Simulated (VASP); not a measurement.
# PbO (P4/nmm) in VASP: further runs

The runs below take PbO through single point, with r2SCAN.

All numbers are computed with VASP 6.6.1; they aren't measurements. Logs are shortened: lines on timing, memory, paths and dates and some standing lists are left out, and cuts for length are marked.

**1. The cell of the first run**

It takes space group P4/nmm (No. 129, tetragonal). The conventional cell has a = 3.990 Å, b = 3.990 Å, c = 5.633 Å, α = 90.00°, β = 90.00°, γ = 90.00°. Within 3.1 Å of Pb (site symmetry 4mm) lie 4 O at 2.32 Å. O (site symmetry -4m2) has 4 Pb at 2.32 Å and 4 O at 2.82 Å within 3.1 Å.

**2. Single point, r2SCAN (22.42 Å³/atom)**

Input file POSCAR:

```
PbO
1.0
    3.9900884749      0.0000000000      0.0000000000
    0.0000000000      3.9900884749      0.0000000000
    0.0000000000      0.0000000000      5.6326811270
Pb O
2 2
Direct
    0.0000000000      0.5000000000      0.2113452088
    0.5000000000      0.0000000000      0.7886547912
    0.0000000000      0.0000000000      0.0000000000
    0.5000000000      0.5000000000      0.0000000000
```

Input file INCAR.step1:

```
PREC     = Accurate       # precision mode
ENCUT    = 520            # plane-wave cutoff, eV
ISMEAR   = 0              # smearing method
SIGMA    = 0.02           # smearing width, eV
LREAL    = False          # projectors in reciprocal space
LASPH    = True           # aspherical terms in the spheres
NELM     = 60             # most SCF steps
NBANDS   = 28             # bands
GGA      = PE             # functional
ALGO     = Normal         # electronic algorithm
EDIFF    = 1E-4           # SCF threshold, eV
LWAVE    = True           # write WAVECAR
LCHARG   = False          # write CHGCAR
```

Input file INCAR.step2:

```
PREC     = Accurate       # precision mode
ENCUT    = 520            # plane-wave cutoff, eV
EDIFF    = 1E-6           # SCF threshold, eV
ISMEAR   = 0              # smearing method
SIGMA    = 0.02           # smearing width, eV
LREAL    = False          # projectors in reciprocal space
LASPH    = True           # aspherical terms in the spheres
NELM     = 60             # most SCF steps
ALGO     = Normal         # electronic algorithm
ISIF     = 2              # what is computed and relaxed
LWAVE    = False          # write WAVECAR
LCHARG   = True           # write CHGCAR
METAGGA  = R2SCAN         # meta-GGA
LMIXTAU  = True         
LELF     = True           # ELF
LVHAR    = True         
NBANDS   = 28             # bands
ISTART   = 1
```

Input file KPOINTS:

```
Automatic mesh
0
Gamma
  8 8 6
```

Potentials or basis: VASP PAW PBE potentials, release 64 (Pb_d, O).

On the command line:

```console
> cat potpaw_PBE.64/Pb_d/POTCAR potpaw_PBE.64/O/POTCAR > POTCAR
> cp INCAR.step1 INCAR
> mpirun -np 1 vasp_std > vasp.out
> cp INCAR.step2 INCAR
> mpirun -np 1 vasp_std > vasp.out
```

OUTCAR:

```text
PREC = Accurate
   ENCUT = 520
   EDIFF = 1E-6
   ISMEAR = 0
   LREAL = False
   LASPH = True
   NELM = 60
   ISIF = 2
   METAGGA = R2SCAN
   ISTART = 1

 ion  position               nearest neighbor table
   1  0.000  0.500  0.211-   3 2.32   4 2.32   3 2.32   4 2.32   2 3.69   2 3.69   2 3.69   2 3.69

   2  0.500  0.000  0.789-   3 2.32   4 2.32   4 2.32   3 2.32   1 3.69   1 3.69   1 3.69   1 3.69

   3  0.000  0.000  0.000-   1 2.32   2 2.32   1 2.32   2 2.32
   4  0.500  0.500  0.000-   1 2.32   2 2.32   2 2.32   1 2.32

  LATTYP: Found a simple tetragonal cell.
 ALAT       =     3.9900884749
 C/A-ratio  =     1.4116682280

  Lattice vectors:

 A1 = (   3.9900884749,   0.0000000000,   0.0000000000)
 A2 = (   0.0000000000,   3.9900884749,   0.0000000000)
 A3 = (   0.0000000000,   0.0000000000,   5.6326811270)

Analysis of symmetry for initial positions (statically):
=====================================================================
 Subroutine PRICEL returns:
 Original cell was already a primitive cell.

 Routine SETGRP: Setting up the symmetry group for a
 simple tetragonal supercell.

 Subroutine GETGRP returns: Found 16 space group operations
 (whereof  8 operations were pure point group operations)
 out of a pool of 16 trial point group operations.

The static configuration has the point symmetry D_2d.
 The point group associated with its full space group is D_4h.

Analysis of symmetry for dynamics (positions and initial velocities):
=====================================================================
 Subroutine PRICEL returns:
 Original cell was already a primitive cell.

 Routine SETGRP: Setting up the symmetry group for a
 simple tetragonal supercell.

 Subroutine GETGRP returns: Found 16 space group operations
 (whereof  8 operations were pure point group operations)
 out of a pool of 16 trial point group operations.

The dynamic configuration has the point symmetry D_2d.
 The point group associated with its full space group is D_4h.

 Subroutine INISYM returns: Found 16 space group operations
 (whereof  8 operations are pure point group operations),
 and found     1 'primitive' translations

----------------------------------------------------------------------------------------

                                     Primitive cell
[... 92 lines left out ...]
   LASPH  =      T    aspherical Exc in radial PAW
   ENCUT  =  520.0 eV  38.22 Ry    6.18 a.u.   7.42  7.42 10.47*2*pi/ulx,y,z
   NELM   =     60;   NELMIN=  2; NELMDL=  0     # of ELM steps
   EDIFF  = 0.1E-05   stopping-criterion for ELM
   LREAL  =      F    real-space projection
   EDIFFG = 0.1E-04   stopping-criterion for IOM
   NSW    =      0    number of steps for IOM
   IBRION =     -1    ionic relax: 0-MD 1-quasi-New 2-CG
   NFREE  =      0    steps in history (QN), initial steepest desc. (CG)
   ISIF   =      2    stress and relaxation
   ISYM   =      2    0-nonsym 1-usesym 2-fastsym
   POTIM  = 0.5000    time-step for ionic-motion
   TEBEG  =    0.0;   TEEND  =   0.0 temperature during run
   PSTRESS=    0.0 pullay stress
   NELECT =      40.0000    total number of electrons
   NUPDOWN=      -1.0000    fix difference up-down
   EMIN   =  10.00;   EMAX   =-10.00  energy-range for DOS
   EFERMI =   0.00;   METHOD = LEGACY
   ISMEAR =     0;   SIGMA  =   0.02  broadening in eV -4-tet -1-fermi 0-gaus
   EFERMI_NEDOS =   21; number of points for ismear=-14 and -15
   IALGO  =     38    algorithm
   IMIX   =      4    mixing-type and parameters
     AMIX     =   0.40;   BMIX     =  1.00
     AMIX_MAG =   1.60;   BMIX_MAG =  1.00
  volume/ion in A,a.u.               =      22.42       151.29
  Fermi-wavevector in a.u.,A,eV,Ry     =   1.250839  2.363743 21.287652  1.564598
  Thomas-Fermi vector in A             =   2.384815
   LORBIT       =      0    0 simple, 1 ext, 2 COOP (PROOUT), +10 PAW based schemes
   METAGGA = R2SCAN    functional components
   LHFCALC =     F    Hartree Fock is set to
   AEXX    =    0.0000 exact exchange contribution
   IVDW    =     0    specifies the selected vdW correction
   LEPSILON=     F    determine dielectric tensor
   LRPA    =     F    only Hartree local field effects (RPA)
 non-spin polarized calculation
 Gauss-broadening in eV      SIGMA  =   0.02
  energy-cutoff  :      520.00
  volume of cell :       89.68
 maximum number of plane-waves:      2445
 NGX is ok and might be reduce to    30
   NGX = 15   NGY = 15   NGZ = 21

 number of electron      39.9999997 magnetization

 Free energy of the ion-electron system (eV)
  ---------------------------------------------------
  ext. energy  EPLUGINS =         0.00000000
  ---------------------------------------------------
  free energy    TOTEN  =      -129.51478417 eV

  energy without entropy =     -129.51478417  energy(sigma->0) =     -129.51478417

 E-fermi :   3.8718     XC(G=0):  -9.6922

 val. band max:        3.7899920372   @ k =   0.0000   0.0000   0.0000
 cond. band min:       5.9126128209   @ k =   0.5000   0.5000   0.0000
 fundamental gap:      2.1226207837
 Fermi energy:         3.8717786463

 k-point     1 :       0.0000    0.0000    0.0000
  band No.  band energies     occupation
      1     -15.5130      2.00000
      2     -14.9033      2.00000
      3     -12.6453      2.00000
      4     -12.6453      2.00000
      5     -12.6094      2.00000
      6     -12.5786      2.00000
[... 733 lines left out ...]
     27      13.5658      0.00000
     28      13.5658      0.00000

 [... further k-points ...]

------------------------ aborting loop because EDIFF is reached ----------------------------------------

  FORCE on cell =-STRESS in cart. coord.  units (eV):
  Direction    XX          YY          ZZ          XY          YZ          ZX
  --------------------------------------------------------------------------------------
  -------------------------------------------------------------------------------------
  Total       -0.0108311     -0.0108311     -0.0863903      0.0000000      0.0000000      0.0000000
  in kB       -0.1935093     -0.1935093     -1.5434590      0.0000000      0.0000000      0.0000000
  external PRESSURE =      -0.6434926 kB  Pullay stress =       0.0000000 kB

 VOLUME and BASIS-vectors are now :
 -----------------------------------------------------------------------------
  energy-cutoff  :      520.00
  volume of cell :       89.68
      direct lattice vectors                 reciprocal lattice vectors
     3.990088475  0.000000000  0.000000000     0.250621009  0.000000000  0.000000000
     0.000000000  3.990088475  0.000000000     0.000000000  0.250621009  0.000000000
     0.000000000  0.000000000  5.632681127     0.000000000  0.000000000  0.177535347

 POSITION                                       TOTAL-FORCE (eV/Angst)
 -----------------------------------------------------------------------------------
      0.00000      1.99504      1.19044         0.000000      0.000000      0.117549
      1.99504      0.00000      4.44224         0.000000      0.000000     -0.117549
      0.00000      0.00000      0.00000         0.000000     -0.000000      0.000000
      1.99504      1.99504      0.00000        -0.000000      0.000000      0.000000
 -----------------------------------------------------------------------------------
    total drift:                                0.000000      0.000000      0.000000

  FREE ENERGIE OF THE ION-ELECTRON SYSTEM (eV)
  ---------------------------------------------------
  free  energy   TOTEN  =      -129.5147841743 eV

  energy  without entropy=     -129.5147841743  energy(sigma->0) =     -129.51478417
```

Run time: 6 min. Hardware: 1 thread of AMD EPYC 7R43 (Zen 3), shared host; peak memory 0.25 GiB.

Results:

```yaml
Free_energy: -129.5148 eV
Pressure: -0.1 GPa
Largest_force: 0.118 eV/Å
Band_gap_on_the_k_mesh: 2.12 eV (least direct gap 2.34 eV)
```

Forces on the atoms (eV/Å):
```
Pb   0.000  0.000  0.118
Pb   0.000  0.000 -0.118
O    0.000  0.000  0.000
O    0.000  0.000  0.000
```

Levels at points of the mesh, in eV from the valence-band top:
```csv
k point,band 16,band 17,band 18,band 19,band 20,band 21,band 22,band 23,band 24,band 25
"(0.00, 0.00, 0.00)",-4.24,-1.73,-1.68,-1.68,0.00,2.34,4.75,6.48,6.48,6.56
"(0.50, 0.00, 0.00)",-3.28,-3.01,-3.01,-1.49,-1.49,3.44,3.44,6.22,6.22,7.29
"(0.50, 0.50, 0.00)",-3.54,-1.74,-1.74,-1.04,-1.04,2.12,2.12,5.58,5.58,7.26
"(0.00, 0.00, 0.50)",-4.19,-1.74,-1.69,-1.69,-0.97,2.24,4.73,5.00,5.00,8.22
"(0.50, 0.00, 0.50)",-3.52,-3.00,-3.00,-1.07,-1.07,3.13,3.13,6.98,6.98,7.09
"(0.50, 0.50, 0.50)",-3.71,-2.00,-2.00,-1.05,-1.05,4.07,4.07,4.36,4.36,6.04
```

Caveat: the PAW data sets were made with another functional, which shifts forces and pressure a little; spin-orbit coupling is left out, which moves the levels of the heavy elements. A k mesh can miss the band edges.

**3. Single point, r2SCAN (19.88 Å³/atom)**

This run uses another cell than the first one, of 19.88 Å³/atom.

Input file POSCAR:

```
PbO
1.0
    3.9803697605      0.0000000000      0.0000000000
    0.0000000000      3.9803697605      0.0000000000
    0.0000000000      0.0000000000      5.0194411803
Pb O
2 2
Direct
    0.0000000000      0.5000000000      0.2356811989
    0.5000000000      0.0000000000      0.7643188011
    0.0000000000      0.0000000000      0.0000000000
    0.5000000000      0.5000000000      0.0000000000
```

Input file INCAR.step1:

```
SYSTEM = PbO
ALGO = Normal
EDIFF = 1E-4
ENCUT = 520
GGA = PE
ISMEAR = 0
LASPH = .TRUE.
LCHARG = .FALSE.
LREAL = .FALSE.
LWAVE = .TRUE.
NBANDS = 28
NELM = 100
PREC = Accurate
SIGMA = 0.02
```

Input file INCAR.step2:

```
SYSTEM = PbO
ALGO = Normal
EDIFF = 1E-6
ENCUT = 520
ISIF = 2
ISMEAR = 0
ISTART = 1
LASPH = .TRUE.
LCHARG = .FALSE.
LMIXTAU = .TRUE.
LREAL = .FALSE.
LWAVE = .FALSE.
METAGGA = R2SCAN
NBANDS = 28
NELM = 100
PREC = Accurate
SIGMA = 0.02
```

Input file KPOINTS:

```
k-points
0
G
  8 8 6
  0 0 0
```

Potentials or basis: VASP PAW PBE potentials, release 64 (Pb_d, O).

On the command line:

```console
> cat potpaw_PBE.64/Pb_d/POTCAR potpaw_PBE.64/O/POTCAR > POTCAR
> cp INCAR.step1 INCAR
> mpirun -np 1 vasp_std > vasp.out
> cp INCAR.step2 INCAR
> mpirun -np 1 vasp_std > vasp.out
```

Wall time 5.4 min (1 thread of Intel Xeon Platinum 8488C (Sapphire Rapids), shared host); peak memory 0.26 GiB.

It converged, with:

```yaml
Free_energy: -129.5026 eV
Pressure: 1.7 GPa
Largest_force: 0.113 eV/Å
Band_gap_on_the_k_mesh: 1.55 eV (least direct gap 2.71 eV)
```

Forces on the atoms (eV/Å):
```
Pb   0.000  0.000  0.113
Pb   0.000  0.000 -0.113
O    0.000  0.000  0.000
O    0.000  0.000  0.000
```

Stress tensor (GPa, compression positive):
```
1.73 0.00 0.00
0.00 1.73 0.00
0.00 0.00 1.59
```

Levels at points of the mesh, in eV from the valence-band top:
| k point | band 17 | band 18 | band 19 | band 20 | band 21 | band 22 | band 23 | band 24 |
| --- | --- | --- | --- | --- | --- | --- | --- | --- |
| (0.00, 0.00, 0.00) | -1.83 | -1.80 | -1.80 | 0.00 | 2.78 | 5.84 | 6.07 | 6.07 |
| (0.50, 0.00, 0.00) | -3.16 | -3.16 | -1.72 | -1.72 | 3.76 | 3.76 | 7.03 | 7.03 |
| (0.50, 0.50, 0.00) | -1.74 | -1.74 | -1.16 | -1.16 | 1.55 | 1.55 | 5.70 | 5.70 |
| (0.00, 0.00, 0.50) | -1.87 | -1.83 | -1.83 | -1.00 | 2.31 | 4.40 | 4.40 | 4.51 |
| (0.50, 0.00, 0.50) | -3.13 | -3.13 | -1.07 | -1.07 | 3.41 | 3.41 | 6.78 | 6.78 |
| (0.50, 0.50, 0.50) | -2.32 | -2.32 | -1.16 | -1.16 | 3.82 | 3.82 | 5.20 | 5.20 |

Caveat: the PAW data sets were made with another functional, which shifts forces and pressure a little; spin-orbit coupling is left out, which moves the levels of the heavy elements.

**4. Single point, r2SCAN (20.52 Å³/atom)**

This run uses another cell than the first one, of 20.52 Å³/atom.

Input file POSCAR:

```
PbO
1.0
    3.9827798732      0.0000000000      0.0000000000
    0.0000000000      3.9827798732      0.0000000000
    0.0000000000      0.0000000000      5.1733692679
Pb O
2 2
Direct
    0.0000000000      0.5000000000      0.2292965980
    0.5000000000      0.0000000000      0.7707034020
    0.0000000000      0.0000000000      0.0000000000
    0.5000000000      0.5000000000      0.0000000000
```

Input file INCAR.step1:

```
SYSTEM = PbO
PREC = Accurate
ENCUT = 520
ISMEAR = 0
SIGMA = 0.02
LREAL = .False.
LASPH = .True.
NELM = 60
NBANDS = 28
GGA = PE
ALGO = Normal
EDIFF = 1E-4
LWAVE = .True.
LCHARG = .False.
```

Input file INCAR.step2:

```
SYSTEM = PbO
PREC = Accurate
ENCUT = 520
EDIFF = 1E-6
ISMEAR = 0
SIGMA = 0.02
LREAL = .False.
LASPH = .True.
NELM = 60
ALGO = Normal
ISIF = 2
LWAVE = .False.
LCHARG = .True.
METAGGA = R2SCAN
LMIXTAU = .True.
LELF = .True.
LVHAR = .True.
NBANDS = 28
ISTART = 1
```

Input file KPOINTS:

```
Automatic mesh
0
Gamma
  8 8 6
  0 0 0
```

On the command line:

```console
> cat potpaw_PBE.64/Pb_d/POTCAR potpaw_PBE.64/O/POTCAR > POTCAR
> cp INCAR.step1 INCAR
> mpirun -np 1 vasp_std > vasp.out
> cp INCAR.step2 INCAR
> mpirun -np 1 vasp_std > vasp.out
```

Wall time 6.4 min (1 thread of Intel Xeon Platinum 8488C (Sapphire Rapids), shared host); peak memory 0.27 GiB.

It converged, with:

* Free energy: -129.5172 eV
* Pressure: 1.0 GPa
* Largest force: 0.111 eV/Å
* Band gap on the k mesh: 1.69 eV (least direct gap 2.63 eV)

Forces on the atoms (eV/Å):
```
Pb   0.000  0.000  0.111
Pb   0.000  0.000 -0.111
O    0.000  0.000  0.000
O    0.000  0.000  0.000
```

Stress tensor (GPa, compression positive):
```
1.08 0.00 0.00
0.00 1.08 0.00
0.00 0.00 0.89
```

Levels at points of the mesh, in eV from the valence-band top:
| k point | band 18 | band 19 | band 20 | band 21 | band 22 | band 23 |
| --- | --- | --- | --- | --- | --- | --- |
| (0.00, 0.00, 0.00) | -1.78 | -1.78 | 0.00 | 2.63 | 5.51 | 6.18 |
| (0.50, 0.00, 0.00) | -3.13 | -1.68 | -1.68 | 3.64 | 3.64 | 6.78 |
| (0.50, 0.50, 0.00) | -1.76 | -1.14 | -1.14 | 1.69 | 1.69 | 5.62 |
| (0.00, 0.00, 0.50) | -1.80 | -1.80 | -1.03 | 2.28 | 4.55 | 4.55 |
| (0.50, 0.00, 0.50) | -3.10 | -1.09 | -1.09 | 3.30 | 3.30 | 6.86 |
| (0.50, 0.50, 0.50) | -2.24 | -1.14 | -1.14 | 3.85 | 3.85 | 4.93 |

Caveat: the PAW data sets were made with another functional, which shifts forces and pressure a little; spin-orbit coupling is left out, which moves the levels of the heavy elements. A k mesh can miss the band edges.

**5. Single point, r2SCAN**

This run uses another cell than the first one, of 21.15 Å³/atom.

Input file POSCAR:

```
PbO
1.0
    3.9871350059      0.0000000000      0.0000000000
    0.0000000000      3.9871350059      0.0000000000
    0.0000000000      0.0000000000      5.3217255011
Pb O
2 2
Direct
    0.0000000000      0.5000000000      0.2231760842
    0.5000000000      0.0000000000      0.7768239158
    0.0000000000      0.0000000000      0.0000000000
    0.5000000000      0.5000000000      0.0000000000
```

Input file INCAR.step1:

```
ALGO = Normal ; EDIFF = 1E-4
ENCUT = 520 ; GGA = PE
ISMEAR = 0 ; LASPH = True
LCHARG = False ; LREAL = False
LWAVE = True ; NBANDS = 28
NELM = 80 ; PREC = Accurate
SIGMA = 0.02
```

Input file INCAR.step2:

```
ALGO = Normal ; EDIFF = 1E-7
ENCUT = 520 ; ISIF = 2
ISMEAR = 0 ; ISTART = 1
LASPH = True ; LCHARG = True
LELF = True ; LMIXTAU = True
LREAL = False ; LVHAR = True
LWAVE = False ; METAGGA = R2SCAN
NBANDS = 28 ; NELM = 80
PREC = Accurate ; SIGMA = 0.02
```

Input file KPOINTS:

```
k-points
0
Gamma
  8 8 6
```

On the command line:

```console
> cat potpaw_PBE.64/Pb_d/POTCAR potpaw_PBE.64/O/POTCAR > POTCAR
> cp INCAR.step1 INCAR
> mpirun -np 1 vasp_std > vasp.out
> cp INCAR.step2 INCAR
> mpirun -np 1 vasp_std > vasp.out
```

Run time: 8 min. Hardware: 1 thread of Intel Xeon Platinum 8488C (Sapphire Rapids), shared host; peak memory 0.27 GiB.

Results (log left out):

```yaml
Free_energy: -129.5225 eV
Pressure: 0.5 GPa
Largest_force: 0.112 eV/Å
Band_gap_on_the_k_mesh: 1.83 eV (least direct gap 2.51 eV)
```

Forces in eV/Å, atoms in the order of the input:
```
Pb   0.000  0.000  0.112
Pb   0.000  0.000 -0.112
O    0.000  0.000  0.000
O    0.000  0.000  0.000
```

Stress tensor (GPa, compression positive):
```
0.54 0.00 0.00
0.00 0.54 0.00
0.00 0.00 0.39
```

Levels at points of the mesh, in eV from the valence-band top:
```
           k point  band 16  band 17  band 18  band 19  band 20  band 21  band 22  band 23  band 24  band 25
(0.00, 0.00, 0.00)    -4.34    -1.79    -1.75    -1.75     0.00     2.51     5.23     6.30     6.30     6.73
(0.50, 0.00, 0.00)    -3.31    -3.09    -3.09    -1.62    -1.62     3.56     3.56     6.57     6.57     7.22
(0.50, 0.50, 0.00)    -3.57    -1.76    -1.76    -1.11    -1.11     1.83     1.83     5.59     5.59     7.76
(0.00, 0.00, 0.50)    -4.24    -1.81    -1.77    -1.77    -1.02     2.26     4.68     4.70     4.70     8.68
(0.50, 0.00, 0.50)    -3.65    -3.07    -3.07    -1.09    -1.09     3.22     3.22     6.93     6.93     7.39
(0.50, 0.50, 0.50)    -3.85    -2.16    -2.16    -1.11    -1.11     3.91     3.91     4.71     4.71     6.07
```

Caveat: the PAW data sets were made with another functional, which shifts forces and pressure a little; spin-orbit coupling is left out, which moves the levels of the heavy elements. r2SCAN opens gaps a little over a GGA but as a rule still falls short of measured ones.

(Part 1 of 2 ends here.)
